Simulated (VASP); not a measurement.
# Sb (Fm-3m) in VASP: notebook

Sb is run at these levels: PBE; tasks: single point, relaxation of cell and atoms.

Everything below comes from runs of VASP 6.6.1. Logs are shortened: lines on timing, memory, paths and dates and some standing lists are left out, and cuts for length are marked.

## (1) The cell of the first run

The structure is cubic, space group Fm-3m (No. 225). Conventional cell: a = 4.617 Å, b = 4.617 Å, c = 4.617 Å, α = 90.00°, β = 90.00°, γ = 90.00°. Within 4.3 Å of Sb (site symmetry m-3m) lie 12 Sb at 3.26 Å.

## (2) Single point, PBE

Input file INCAR:

```
PREC = Accurate
ENCUT = 520
EDIFF = 1E-7
ISMEAR = -1
SIGMA = 0.1
LREAL = False
LASPH = True
NELM = 60
ALGO = Normal
ISIF = 2
LWAVE = False
LCHARG = True
GGA = PE
LELF = True
LVHAR = True
NBANDS = 8
```

Input file KPOINTS:

```
Automatic mesh
0
Gamma
  14 14 14
```

Input file POSCAR:

```
Sb
1.0
    0.0000000000      2.3084406308      2.3084406308
    2.3084406308      0.0000000000      2.3084406308
    2.3084406308      2.3084406308      0.0000000000
Sb
1
Direct
    0.0000000000      0.0000000000      0.0000000000
```

Potentials or basis: VASP PAW PBE potentials, release 64 (Sb).

Command:

```console
cat potpaw_PBE.64/Sb/POTCAR > POTCAR
mpirun -np 1 vasp_std > vasp.out
```

OUTCAR:

```text
PREC = Accurate
   ENCUT = 520
   EDIFF = 1E-7
   ISMEAR = -1
   LREAL = False
   LASPH = True
   NELM = 60
   ISIF = 2
   GGA = PE

 ion  position               nearest neighbor table
   1  0.000  0.000  0.000-

  LATTYP: Found a face centered cubic cell.
 ALAT       =     4.6168812616

  Lattice vectors:

 A1 = (   0.0000000000,   2.3084406308,   2.3084406308)
 A2 = (   2.3084406308,   0.0000000000,   2.3084406308)
 A3 = (   2.3084406308,   2.3084406308,   0.0000000000)

Analysis of symmetry for initial positions (statically):
=====================================================================
 Subroutine PRICEL returns:
 Original cell was already a primitive cell.

 Routine SETGRP: Setting up the symmetry group for a
 face centered cubic supercell.

 Subroutine GETGRP returns: Found 48 space group operations
 (whereof 48 operations were pure point group operations)
 out of a pool of 48 trial point group operations.

The static configuration has the point symmetry O_h .

Analysis of symmetry for dynamics (positions and initial velocities):
=====================================================================
 Subroutine PRICEL returns:
 Original cell was already a primitive cell.

 Routine SETGRP: Setting up the symmetry group for a
 face centered cubic supercell.

 Subroutine GETGRP returns: Found 48 space group operations
 (whereof 48 operations were pure point group operations)
 out of a pool of 48 trial point group operations.

The dynamic configuration has the point symmetry O_h .

 Subroutine INISYM returns: Found 48 space group operations
 (whereof 48 operations are pure point group operations),
 and found     1 'primitive' translations

----------------------------------------------------------------------------------------

                                     Primitive cell

  volume of cell :      24.6029

  direct lattice vectors                    reciprocal lattice vectors
     0.000000000  2.308440631  2.308440631    -0.216596430  0.216596430  0.216596430
     2.308440631  0.000000000  2.308440631     0.216596430 -0.216596430  0.216596430
     2.308440631  2.308440631  0.000000000     0.216596430  0.216596430 -0.216596430

  length of vectors
     3.264628048  3.264628048  3.264628048     0.375156022  0.375156022  0.375156022

  position of ions in fractional coordinates (direct lattice)
     0.000000000  0.000000000  0.000000000
[... 75 lines left out ...]
   NELM   =     60;   NELMIN=  2; NELMDL= -5     # of ELM steps
   EDIFF  = 0.1E-06   stopping-criterion for ELM
   LREAL  =      F    real-space projection
   EDIFFG = 0.1E-05   stopping-criterion for IOM
   NSW    =      0    number of steps for IOM
   IBRION =     -1    ionic relax: 0-MD 1-quasi-New 2-CG
   NFREE  =      0    steps in history (QN), initial steepest desc. (CG)
   ISIF   =      2    stress and relaxation
   ISYM   =      2    0-nonsym 1-usesym 2-fastsym
   POTIM  = 0.5000    time-step for ionic-motion
   TEBEG  =    0.0;   TEEND  =   0.0 temperature during run
   PSTRESS=    0.0 pullay stress
   NELECT =       5.0000    total number of electrons
   NUPDOWN=      -1.0000    fix difference up-down
   EMIN   =  10.00;   EMAX   =-10.00  energy-range for DOS
   EFERMI =   0.00;   METHOD = LEGACY
   ISMEAR =    -1;   SIGMA  =   0.10  broadening in eV -4-tet -1-fermi 0-gaus
   EFERMI_NEDOS =   21; number of points for ismear=-14 and -15
   IALGO  =     38    algorithm
   IMIX   =      4    mixing-type and parameters
     AMIX     =   0.40;   BMIX     =  1.00
     AMIX_MAG =   1.60;   BMIX_MAG =  1.00
  volume/ion in A,a.u.               =      24.60       166.03
  Fermi-wavevector in a.u.,A,eV,Ry     =   0.962505  1.818870 12.604641  0.926415
  Thomas-Fermi vector in A             =   2.091969
   LORBIT       =      0    0 simple, 1 ext, 2 COOP (PROOUT), +10 PAW based schemes
   GGA     = PE    functional components
   LHFCALC =     F    Hartree Fock is set to
   AEXX    =    0.0000 exact exchange contribution
   IVDW    =     0    specifies the selected vdW correction
   LEPSILON=     F    determine dielectric tensor
   LRPA    =     F    only Hartree local field effects (RPA)
 non-spin polarized calculation
  energy-cutoff  :      520.00
  volume of cell :       24.60
 maximum number of plane-waves:       675
   NGX = 13   NGY = 13   NGZ = 13

 number of electron       4.9999999 magnetization

 Free energy of the ion-electron system (eV)
  ---------------------------------------------------
  ext. energy  EPLUGINS =         0.00000000
  ---------------------------------------------------
  free energy    TOTEN  =        -3.76385336 eV

  energy without entropy =       -3.73878458  energy(sigma->0) =       -3.75131897

 E-fermi :   9.7866     XC(G=0): -10.6341

 val. band max:        9.7803557538   @ k =   0.5000   0.4286   0.0714
 cond. band min:       9.8474325878   @ k =   0.4286   0.3571   0.0000
 fundamental gap:      0.0670768340
 Fermi energy:         9.7866436481

 k-point     1 :       0.0000    0.0000    0.0000
  band No.  band energies     occupation
      1      -3.9176      2.00000
      2      15.7648      0.00000
      3      15.7648      0.00000
      4      15.7648      0.00000
      5      19.9729      0.00000
      6      20.0080      0.00000
      7      20.0080      0.00000
      8      20.0080      0.00000
[... 243 lines left out ...]
 k-point    24 :       0.2857    0.1429    0.0000
  band No.  band energies     occupation
      1      -2.3151      2.00000
      2       9.5822      1.77069
      3      12.8461      0.00000
      4      13.2954      0.00000
      5      17.1137      0.00000
      6      18.8765      0.00000
      7      22.4162      0.00000
      8      22.7158      0.00000

 [... further k-points ...]

------------------------ aborting loop because EDIFF is reached ----------------------------------------

  FORCE on cell =-STRESS in cart. coord.  units (eV):
  Direction    XX          YY          ZZ          XY          YZ          ZX
  --------------------------------------------------------------------------------------
  -------------------------------------------------------------------------------------
  Total        1.2655809      1.2655809      1.2655809      0.0000000     -0.0000000      0.0000000
  in kB       82.4165402     82.4165402     82.4165402      0.0000000     -0.0000000      0.0000000
  external PRESSURE =      82.4165402 kB  Pullay stress =       0.0000000 kB

 VOLUME and BASIS-vectors are now :
 -----------------------------------------------------------------------------
  energy-cutoff  :      520.00
  volume of cell :       24.60
      direct lattice vectors                 reciprocal lattice vectors
     0.000000000  2.308440631  2.308440631    -0.216596430  0.216596430  0.216596430
     2.308440631  0.000000000  2.308440631     0.216596430 -0.216596430  0.216596430
     2.308440631  2.308440631  0.000000000     0.216596430  0.216596430 -0.216596430

 POSITION                                       TOTAL-FORCE (eV/Angst)
 -----------------------------------------------------------------------------------
      0.00000      0.00000      0.00000         0.000000      0.000000      0.000000
 -----------------------------------------------------------------------------------
    total drift:                                0.000000      0.000000     -0.000000

  FREE ENERGIE OF THE ION-ELECTRON SYSTEM (eV)
  ---------------------------------------------------
  free  energy   TOTEN  =        -3.7638533639 eV

  energy  without entropy=       -3.7387845766  energy(sigma->0) =       -3.75131897
```

OSZICAR:

```text
N       E                     dE             d eps       ncg     rms          rms(c)
DAV:   1     0.557706104520E+01    0.55771E+01   -0.16592E+03  1672   0.409E+02
DAV:   2    -0.367429453668E+01   -0.92514E+01   -0.89075E+01  2344   0.539E+01
DAV:   3    -0.376889003908E+01   -0.94596E-01   -0.94157E-01  2184   0.612E+00
DAV:   4    -0.376909536869E+01   -0.20533E-03   -0.20533E-03  2536   0.339E-01
DAV:   5    -0.376909563859E+01   -0.26989E-06   -0.26984E-06  2224   0.798E-03    0.201E+00
DAV:   6    -0.376578799076E+01    0.33076E-02   -0.11867E-03  2048   0.188E-01    0.116E+00
DAV:   7    -0.376385175614E+01    0.19362E-02   -0.26487E-03  1904   0.280E-01    0.445E-02
DAV:   8    -0.376385327210E+01   -0.15160E-05   -0.33790E-05  2488   0.464E-02    0.706E-03
DAV:   9    -0.376385336386E+01   -0.91753E-07   -0.53655E-07  2344   0.572E-03
   1 F= -.37638534E+01 E0= -.37513190E+01  d E =-.250688E-01
```

It used 6.9 s of CPU time on 1 thread of Intel Xeon 6975P-C, on a shared host.

What came out:

```
Free energy : -3.7639 eV
Pressure    : 8.2 GPa
```

Levels at points of the mesh, in eV from the Fermi level:
```csv
k point,band 1,band 2,band 3,band 4,band 5
"(0.00, 0.00, 0.00)",-13.70,5.98,5.98,5.98,10.19
"(0.50, 0.00, 0.00)",-9.43,-6.45,4.05,4.05,8.75
"(0.50, 0.50, 0.00)",-7.53,-5.46,0.36,0.36,4.20
```

Caveat: spin-orbit coupling is left out, which moves the levels of the heavy elements.

(Continued in part 2 of 2.)
